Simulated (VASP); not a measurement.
# Cu in VASP: settings compared

Aim: see how the results for Cu move with the level of theory and the settings. Levels: PBE, revPBE. Tasks: single point.

All numbers are computed with VASP 6.6.1; they aren't measurements. Logs are shortened: lines on timing, memory, paths and dates and some standing lists are left out, and cuts for length are marked.

## Step 1: The cell of the first run

The cell holds a slab with vacuum, 16 atoms: a = 5.133 Å, b = 5.133 Å, c = 23.287 Å, α = 90.00°, β = 90.00°, γ = 120.00°.

## Step 2: Single point, PBE

Contents of INCAR:

```
SYSTEM = Cu
PREC = Accurate ; ENCUT = 520
EDIFF = 1E-6 ; ISMEAR = 0
SIGMA = 0.1 ; LREAL = Auto
LASPH = .TRUE. ; NELM = 100
ALGO = Normal ; ISIF = 2
LWAVE = .FALSE. ; LCHARG = .FALSE.
LDIPOL = .TRUE. ; IDIPOL = 3
DIPOL = 0.5 0.5 0.499 ; GGA = PE
NBANDS = 102
```

Contents of KPOINTS:

```
Automatic mesh
0
G
  6 6 1
  0 0 0
```

Contents of POSCAR:

```
Cu
1.0
    5.1332392107      0.0000000000      0.0000000000
   -2.5666196053      4.4455155601      0.0000000000
    0.0000000000      0.0000000000     23.2869083969
Cu
16
Direct
    0.3333333333      0.1666666667      0.3650119567
    0.3333333333      0.6666666667      0.3650119567
    0.8333333333      0.1666666667      0.3650119567
    0.8333333333      0.6666666667      0.3650119567
    0.6666666667      0.3333333333      0.4550039856
    0.6666666667      0.8333333333      0.4550039856
    0.1666666667      0.3333333333      0.4550039856
    0.1666666667      0.8333333333      0.4550039856
    0.0000000000      0.5000000000      0.5436808219
    0.0000000000      0.0000000000      0.5436808219
    0.5000000000      0.5000000000      0.5436808219
    0.5000000000      0.0000000000      0.5436808219
    0.3333333333      0.6666666667      0.6324133634
    0.3333333333      0.1666666667      0.6324133634
    0.8333333333      0.6666666667      0.6324133634
    0.8333333333      0.1666666667      0.6324133634
```

Potentials or basis: VASP PAW PBE potentials, release 64 (Cu).

Run with:

```console
cat potpaw_PBE.64/Cu/POTCAR > POTCAR
mpirun -np 1 vasp_std > vasp.out
```

OUTCAR:

```text
SYSTEM = Cu
   PREC = Accurate
   ENCUT = 520
   EDIFF = 1E-6
   ISMEAR = 0
   LREAL = Auto
   LASPH = .TRUE.
   NELM = 100
   ISIF = 2
   GGA = PE

 ion  position               nearest neighbor table
   1  0.333  0.167  0.365-   2 2.57   2 2.57   4 2.57   4 2.57   3 2.57   3 2.57   7 2.57   8 2.57
                             5 2.57
   2  0.333  0.667  0.365-   1 2.57   1 2.57   3 2.57   3 2.57   4 2.57   4 2.57   8 2.57   7 2.57
                             6 2.57
   3  0.833  0.167  0.365-   4 2.57   4 2.57   2 2.57   2 2.57   1 2.57   1 2.57   5 2.57   6 2.57
                             7 2.57
   4  0.833  0.667  0.365-   3 2.57   3 2.57   1 2.57   1 2.57   2 2.57   2 2.57   6 2.57   5 2.57
                             8 2.57
   5  0.667  0.333  0.455-  12 2.54   9 2.54  11 2.54   6 2.57   6 2.57   8 2.57   8 2.57   7 2.57
                             7 2.57   3 2.57   4 2.57   1 2.57
   6  0.667  0.833  0.455-  11 2.54  10 2.54  12 2.54   5 2.57   5 2.57   7 2.57   7 2.57   8 2.57
                             8 2.57   4 2.57   3 2.57   2 2.57
   7  0.167  0.333  0.455-  10 2.54  11 2.54   9 2.54   8 2.57   8 2.57   6 2.57   6 2.57   5 2.57
                             5 2.57   1 2.57   2 2.57   3 2.57
   8  0.167  0.833  0.455-   9 2.54  12 2.54  10 2.54   7 2.57   7 2.57   5 2.57   5 2.57   6 2.57
                             6 2.57   2 2.57   1 2.57   4 2.57
   9  0.000  0.500  0.544-   8 2.54   5 2.54   7 2.54  16 2.54  13 2.54  15 2.54  10 2.57  10 2.57
                            12 2.57  12 2.57  11 2.57  11 2.57
  10  0.000  0.000  0.544-   7 2.54   6 2.54   8 2.54  15 2.54  14 2.54  16 2.54   9 2.57   9 2.57
                            11 2.57  11 2.57  12 2.57  12 2.57
  11  0.500  0.500  0.544-   6 2.54   7 2.54   5 2.54  14 2.54  15 2.54  13 2.54  12 2.57  12 2.57
                            10 2.57  10 2.57   9 2.57   9 2.57
  12  0.500  0.000  0.544-   5 2.54   8 2.54   6 2.54  13 2.54  16 2.54  14 2.54  11 2.57  11 2.57
                             9 2.57   9 2.57  10 2.57  10 2.57
  13  0.333  0.667  0.632-  12 2.54   9 2.54  11 2.54  14 2.57  14 2.57  16 2.57  16 2.57  15 2.57
                            15 2.57
  14  0.333  0.167  0.632-  11 2.54  10 2.54  12 2.54  13 2.57  13 2.57  15 2.57  15 2.57  16 2.57
                            16 2.57
  15  0.833  0.667  0.632-  10 2.54  11 2.54   9 2.54  16 2.57  16 2.57  14 2.57  14 2.57  13 2.57
                            13 2.57
  16  0.833  0.167  0.632-   9 2.54  12 2.54  10 2.54  15 2.57  15 2.57  13 2.57  13 2.57  14 2.57
                            14 2.57

  LATTYP: Found a hexagonal cell.
 ALAT       =     5.1332392107
 C/A-ratio  =     4.5364939059

  Lattice vectors:

 A1 = (   5.1332392107,   0.0000000000,   0.0000000000)
 A2 = (  -2.5666196053,   4.4455155601,   0.0000000000)
 A3 = (   0.0000000000,   0.0000000000,  23.2869083969)

Analysis of symmetry for initial positions (statically):
=====================================================================
 Subroutine PRICEL returns following result:

  LATTYP: Found a hexagonal cell.
 ALAT       =     2.5666196054
 C/A-ratio  =     9.0729878118

  Lattice vectors:

 A1 = (   2.5666196054,   0.0000000000,   0.0000000000)
 A2 = (  -1.2833098027,   2.2227577800,   0.0000000000)
 A3 = (   0.0000000000,   0.0000000000,  23.2869083969)

   4 primitive cells build up your supercell.

 Routine SETGRP: Setting up the symmetry group for a
 hexagonal supercell.

 Subroutine GETGRP returns: Found  6 space group operations
 (whereof  6 operations were pure point group operations)
 out of a pool of 24 trial point group operations.

The static configuration has the point symmetry C_3v.

Analysis of symmetry for dynamics (positions and initial velocities):
=====================================================================
 Subroutine PRICEL returns following result:

  LATTYP: Found a hexagonal cell.
 ALAT       =     2.5666196054
 C/A-ratio  =     9.0729878118

  Lattice vectors:

 A1 = (   2.5666196054,   0.0000000000,   0.0000000000)
 A2 = (  -1.2833098027,   2.2227577800,   0.0000000000)
 A3 = (   0.0000000000,   0.0000000000,  23.2869083969)

   4 primitive cells build up your supercell.

 Routine SETGRP: Setting up the symmetry group for a
 hexagonal supercell.

 Subroutine GETGRP returns: Found  6 space group operations
 (whereof  6 operations were pure point group operations)
 out of a pool of 24 trial point group operations.

The dynamic configuration has the point symmetry C_3v.

 Subroutine INISYM returns: Found  6 space group operations
 (whereof  6 operations are pure point group operations),
 and found     4 'primitive' translations

----------------------------------------------------------------------------------------

                                     Primitive cell

  volume of cell :     132.8512

  direct lattice vectors                    reciprocal lattice vectors
[... 84 lines left out ...]
   NELECT =     176.0000    total number of electrons
   NUPDOWN=      -1.0000    fix difference up-down
   EMIN   =  10.00;   EMAX   =-10.00  energy-range for DOS
   EFERMI =   0.00;   METHOD = LEGACY
   ISMEAR =     0;   SIGMA  =   0.10  broadening in eV -4-tet -1-fermi 0-gaus
   EFERMI_NEDOS =   21; number of points for ismear=-14 and -15
   IALGO  =     38    algorithm
   IMIX   =      4    mixing-type and parameters
     AMIX     =   0.40;   BMIX     =  1.00
     AMIX_MAG =   1.60;   BMIX_MAG =  1.00
  volume/ion in A,a.u.               =      33.21       224.13
  Fermi-wavevector in a.u.,A,eV,Ry     =   1.132671  2.140438 17.455517  1.282944
  Thomas-Fermi vector in A             =   2.269373
   LORBIT       =      0    0 simple, 1 ext, 2 COOP (PROOUT), +10 PAW based schemes
   GGA     = PE    functional components
   LHFCALC =     F    Hartree Fock is set to
   AEXX    =    0.0000 exact exchange contribution
   IVDW    =     0    specifies the selected vdW correction
   LEPSILON=     F    determine dielectric tensor
   LRPA    =     F    only Hartree local field effects (RPA)
 non-spin polarized calculation
 Gauss-broadening in eV      SIGMA  =   0.10
  energy-cutoff  :      520.00
  volume of cell :      531.40
 maximum number of plane-waves:     14475
 NGX is ok and might be reduce to    40

 dipolmoment           0.000000      0.000000      0.002297 electrons x Angstroem

 number of electron     176.0000046 magnetization

 dipolmoment           0.000000      0.000000     -0.001712 electrons x Angstroem

 Free energy of the ion-electron system (eV)
  ---------------------------------------------------
  ext. energy  EPLUGINS =         0.00000000
  ---------------------------------------------------
  free energy    TOTEN  =       -56.00503200 eV

  energy without entropy =      -55.97090129  energy(sigma->0) =      -55.98796665

 E-fermi :  -0.3665     XC(G=0):  -5.3340

 val. band max:       -0.4324214965   @ k =   0.5000   0.0000   0.0000
 cond. band min:      -0.3342356328   @ k =   0.3333   0.0000   0.0000
 fundamental gap:      0.0981858638
 Fermi energy:        -0.3664850411

 k-point     1 :       0.0000    0.0000    0.0000
  band No.  band energies     occupation
      1      -9.1404      2.00000
      2      -7.8513      2.00000
      3      -6.1964      2.00000
      4      -5.3546      2.00000
      5      -5.0852      2.00000
      6      -5.0852      2.00000
[... 92 lines left out ...]
     99       3.9629      0.00000
    100       3.9629      0.00000

 k-point     2 :       0.1667   -0.0000    0.0000
  band No.  band energies     occupation
      1      -8.9207      2.00000
      2      -7.6407      2.00000
      3      -6.0033      2.00000
      4      -5.3045      2.00000
      5      -5.2037      2.00000
      6      -5.0334      2.00000
[... 504 lines left out ...]
     99       4.8942      0.00000
    100       4.9294      0.00000

 k-point     7 :       0.3333    0.3333    0.0000
  band No.  band energies     occupation
      1      -6.7221      2.00000
      2      -6.7221      2.00000
      3      -6.7221      2.00000
      4      -5.6907      2.00000
      5      -5.6907      2.00000
      6      -5.6907      2.00000
[... 92 lines left out ...]
     99       4.1008      0.00000
    100       4.1171      0.00000
 [bands above 100 left out]

------------------------ aborting loop because EDIFF is reached ----------------------------------------

 vacuum level on the upper side and lower side of the slab       (xc-potential included)        -0.296        -0.285

  FORCE on cell =-STRESS in cart. coord.  units (eV):
  Direction    XX          YY          ZZ          XY          YZ          ZX
  --------------------------------------------------------------------------------------
  -------------------------------------------------------------------------------------
  Total       -3.2917392     -3.2917392     -0.5566558     -0.0000000      0.0000000      0.0000000
  in kB       -9.9245432     -9.9245432     -1.6783088     -0.0000000      0.0000000      0.0000000
  external PRESSURE =      -7.1757984 kB  Pullay stress =       0.0000000 kB

 VOLUME and BASIS-vectors are now :
 -----------------------------------------------------------------------------
  energy-cutoff  :      520.00
  volume of cell :      531.40
      direct lattice vectors                 reciprocal lattice vectors
     5.133239211  0.000000000  0.000000000     0.194808767  0.112472894  0.000000000
    -2.566619605  4.445515560  0.000000000     0.000000000  0.224945788  0.000000000
     0.000000000  0.000000000 23.286908397     0.000000000  0.000000000  0.042942583

 POSITION                                       TOTAL-FORCE (eV/Angst)
 -----------------------------------------------------------------------------------
      1.28331      0.74092      8.50000         0.000000     -0.000000      0.084759
     -0.00000      2.96368      8.50000        -0.000000      0.000000      0.084759
      3.84993      0.74092      8.50000         0.000000     -0.000000      0.084759
      2.56662      2.96368      8.50000        -0.000000     -0.000000      0.084759
      2.56662      1.48184     10.59564         0.000000      0.000000     -0.104840
      1.28331      3.70460     10.59564         0.000000      0.000000     -0.104840
[... 8 lines left out ...]
      2.56662      2.96368     14.72695         0.000000     -0.000000      0.019424
      3.84993      0.74092     14.72695         0.000000     -0.000000      0.019424
 -----------------------------------------------------------------------------------
    total drift:                               -0.000010     -0.000000     -0.004309

  FREE ENERGIE OF THE ION-ELECTRON SYSTEM (eV)
  ---------------------------------------------------
  free  energy   TOTEN  =       -56.0050320042 eV

  energy  without entropy=      -55.9709012866  energy(sigma->0) =      -55.98796665

 vacuum level on the upper side and lower side of the slab         4.191         4.202
```

It took 15 min on 1 thread of AMD EPYC 7R43 (Zen 3), shared host; peak memory 0.64 GiB.

What came out:

```yaml
Free_energy: -56.0050 eV
Largest_force: 0.105 eV/Å
Band_gap_on_the_k_mesh: zero (bands 88 and 89 overlap by 0.51 eV)
```

Forces on the atoms (eV/Å):
```
Cu   0.000  0.000  0.085
Cu   0.000  0.000  0.085
Cu   0.000  0.000  0.085
Cu   0.000  0.000  0.085
Cu   0.000  0.000 -0.105
Cu   0.000  0.000 -0.105
Cu   0.000  0.000 -0.105
Cu   0.000  0.000 -0.105
Cu   0.000  0.000  0.001
Cu   0.000  0.000  0.001
Cu   0.000  0.000  0.001
Cu   0.000  0.000  0.001
Cu   0.000  0.000  0.019
Cu   0.000  0.000  0.019
Cu   0.000  0.000  0.019
Cu   0.000  0.000  0.019
```

## Step 3: Single point, revPBE

Contents of INCAR:

```
SYSTEM = Cu
PREC = Accurate
ENCUT = 520
EDIFF = 1E-6
ISMEAR = 0
SIGMA = 0.1
LREAL = Auto
LASPH = .TRUE.
NELM = 100
ALGO = Normal
ISIF = 2
LWAVE = .FALSE.
LCHARG = .FALSE.
LDIPOL = .TRUE.
IDIPOL = 3
DIPOL = 0.5 0.5 0.500
GGA = RE
NBANDS = 102
```

Contents of KPOINTS:

```
regular mesh
0
G
  6 6 1
  0 0 0
```

Contents of POSCAR:

```
Cu
1.0
    5.1332392107      0.0000000000      0.0000000000
   -2.5666196053      4.4455155601      0.0000000000
    0.0000000000      0.0000000000     23.2869083969
Cu
16
Direct
    0.3333333333      0.1666666667      0.3650119567
    0.3333333333      0.6666666667      0.3650119567
    0.8333333333      0.1666666667      0.3650119567
    0.8333333333      0.6666666667      0.3650119567
    0.6666666667      0.3333333333      0.4550039856
    0.6666666667      0.8333333333      0.4550039856
    0.1666666667      0.3333333333      0.4550039856
    0.1666666667      0.8333333333      0.4550039856
    0.0000000000      0.5000000000      0.5449960144
    0.0000000000      0.0000000000      0.5449960144
    0.5000000000      0.5000000000      0.5449960144
    0.5000000000      0.0000000000      0.5449960144
    0.3333333333      0.6666666667      0.6349880433
    0.3333333333      0.1666666667      0.6349880433
    0.8333333333      0.6666666667      0.6349880433
    0.8333333333      0.1666666667      0.6349880433
```

Potentials or basis: VASP PAW PBE potentials, release 64 (Cu).

Run with:

```console
cat potpaw_PBE.64/Cu/POTCAR > POTCAR
mpirun -np 1 vasp_std > vasp.out
```

Run time: 15 min. Hardware: 1 thread of AMD EPYC 7R43 (Zen 3), shared host; peak memory 0.65 GiB.

It converged, with:

| Item | Value |
| --- | --- |
| Free energy | -50.3785 eV |
| Largest force | 0.035 eV/Å |
| Band gap on the k mesh | zero (bands 88 and 89 overlap by 0.54 eV) |

Forces on the atoms (eV/Å):
```
Cu   0.000  0.000 -0.035
Cu   0.000  0.000 -0.035
Cu   0.000  0.000 -0.035
Cu   0.000  0.000 -0.035
Cu   0.000  0.000  0.013
Cu   0.000  0.000  0.013
Cu   0.000  0.000  0.013
Cu   0.000  0.000  0.013
Cu   0.000  0.000 -0.013
Cu   0.000  0.000 -0.013
Cu   0.000  0.000 -0.013
Cu   0.000  0.000 -0.013
Cu   0.000  0.000  0.035
Cu   0.000  0.000  0.035
Cu   0.000  0.000  0.035
Cu   0.000  0.000  0.035
```

Levels at points of the mesh, in eV from the Fermi level:
```csv
k point,band 84,band 85,band 86,band 87,band 88,band 89,band 90,band 91,band 92,band 93
"(0.00, 0.00, 0.00)",-1.12,-0.13,-0.12,-0.12,-0.12,0.84,0.84,0.84,1.40,1.40
"(0.50, 0.00, 0.00)",-1.42,-1.01,-1.01,-0.06,-0.06,0.55,0.55,0.90,0.90,1.98
```

Caveat: the PAW data sets were made with another functional, which shifts forces and pressure a little.

## Step 4: Single point, PBE

This run uses another cell than the first one: it holds 6 atoms, not 16.

Contents of INCAR:

```
PREC = Accurate
ENCUT = 520
EDIFF = 1E-6
ISMEAR = 0
SIGMA = 0.1
LREAL = F
LASPH = T
NELM = 60
ALGO = Normal
ISIF = 2
LWAVE = F
LCHARG = F
LDIPOL = T
IDIPOL = 3
DIPOL = 0.5 0.5 0.500
GGA = PE
NBANDS = 42
```

Contents of KPOINTS:

```
regular mesh
0
Gamma
  15 15 1
```

Contents of POSCAR:

```
Cu
1.0
    2.5666196055      0.0000000000      0.0000000000
   -1.2833098028      2.2227577802      0.0000000000
    0.0000000000      0.0000000000     25.4781806622
Cu
6
Direct
    0.6666666667      0.3333333333      0.2943695274
    0.3333333333      0.6666666667      0.3766217164
    0.0000000000      0.0000000000      0.4588739055
    0.6666666667      0.3333333333      0.5411260945
    0.3333333333      0.6666666667      0.6233782836
    0.0000000000      0.0000000000      0.7056304726
```

Run with:

```console
cat potpaw_PBE.64/Cu/POTCAR > POTCAR
mpirun -np 1 vasp_std > vasp.out
```

Wall time 7.1 min (1 thread of Intel Xeon 8259CL, shared host); peak memory 0.32 GiB.

The run converged. Its results:

- Free energy: -21.4339 eV
- Largest force: 0.056 eV/Å
- Band gap on the k mesh: zero (bands 33 and 34 overlap by 4.93 eV)

Forces on the atoms (eV/Å):
```
Cu   0.000  0.000  0.042
Cu   0.000  0.000 -0.041
Cu   0.000  0.000 -0.056
Cu   0.000  0.000  0.056
Cu   0.000  0.000  0.041
Cu   0.000  0.000 -0.042
```

Levels at points of the mesh, in eV from the Fermi level:
```tsv
k point	band 30	band 31	band 32	band 33	band 34	band 35	band 36	band 37	band 38	band 39
(0.00, 0.00, 0.00)	-1.83	-1.83	-1.62	-1.62	-1.58	-1.58	-0.80	-0.30	4.20	4.37
```

## Step 5: Single point, PBE

This run uses another cell than the first one: it holds 6 atoms, not 16.

Contents of INCAR:

```
SYSTEM = Cu
  PREC = Accurate
  ENCUT = 520
  EDIFF = 1E-6
  ISMEAR = 0
  SIGMA = 0.1
  LREAL = .FALSE.
  LASPH = .TRUE.
  NELM = 100
  ALGO = Normal
  ISIF = 2
  LWAVE = .FALSE.
  LCHARG = .TRUE.
  LDIPOL = .TRUE.
  IDIPOL = 3
  DIPOL = 0.5 0.5 0.500
  GGA = PE
  LELF = .TRUE.
  LVHAR = .TRUE.
  LVACPOTAV = .TRUE.
  NBANDS = 42
```

Contents of KPOINTS:

```
regular mesh
0
G
  15 15 1
  0 0 0
```

Contents of POSCAR:

```
Cu
1.0
    2.5666196055      0.0000000000      0.0000000000
   -1.2833098028      2.2227577802      0.0000000000
    0.0000000000      0.0000000000     25.4781806622
Cu
6
Direct
    0.6666666667      0.3333333333      0.2950769873
    0.3333333333      0.6666666667      0.3766413074
    0.0000000000      0.0000000000      0.4586991287
    0.6666666667      0.3333333333      0.5413008705
    0.3333333333      0.6666666667      0.6233586916
    0.0000000000      0.0000000000      0.7049230145
```

Run with:

```console
cat potpaw_PBE.64/Cu/POTCAR > POTCAR
mpirun -np 1 vasp_std > vasp.out
```

Wall time 7.6 min (1 thread of Intel Xeon 8259CL, shared host); peak memory 0.33 GiB.

It converged, with:

```yaml
Free_energy: -21.4346 eV
Largest_force: 0.020 eV/Å
Band_gap_on_the_k_mesh: zero (bands 33 and 34 overlap by 4.92 eV)
```

Forces in eV/Å, atoms in the order of the input:
```
Cu   0.000  0.000 -0.020
Cu   0.000  0.000 -0.001
Cu   0.000  0.000 -0.001
Cu   0.000  0.000  0.001
Cu   0.000  0.000  0.001
Cu   0.000  0.000  0.020
```

Levels at points of the mesh, in eV from the Fermi level:
| k point | band 32 | band 33 | band 34 | band 35 | band 36 | band 37 |
| --- | --- | --- | --- | --- | --- | --- |
| (0.00, 0.00, 0.00) | -1.62 | -1.62 | -1.58 | -1.58 | -0.79 | -0.29 |

## Step 6: Summary

| level | cell | k mesh | gap on the mesh (eV) | largest force (eV/Å) |
| --- | --- | --- | --- | --- |
| PBE | a = 5.133, b = 5.133, c = 23.287 Å, angles 90.0, 90.0, 120.0°, 16 atoms, atomic positions A | 6 × 6 × 1 | none | 0.10 |
| revPBE | a = 5.133, b = 5.133, c = 23.287 Å, angles 90.0, 90.0, 120.0°, 16 atoms, atomic positions B | 6 × 6 × 1 | none | 0.04 |
| PBE | a = 2.567, b = 2.567, c = 25.478 Å, angles 90.0, 90.0, 120.0°, 6 atoms, atomic positions C | 15 × 15 × 1 | none | 0.06 |
| PBE | a = 2.567, b = 2.567, c = 25.478 Å, angles 90.0, 90.0, 120.0°, 6 atoms, atomic positions D | 15 × 15 × 1 | none | 0.02 |

Alike in all rows: task single point; potentials or basis VASP PAW PBE potentials, release 64 (Cu); no spin polarisation; cutoff (eV) 520; smearing gaussian 0.1 eV.

Caveats: the PAW data sets were made with another functional, which shifts forces and pressure a little (at least some runs).

Total energies depend on the potentials used, so only differences within one code and one set of settings carry meaning.
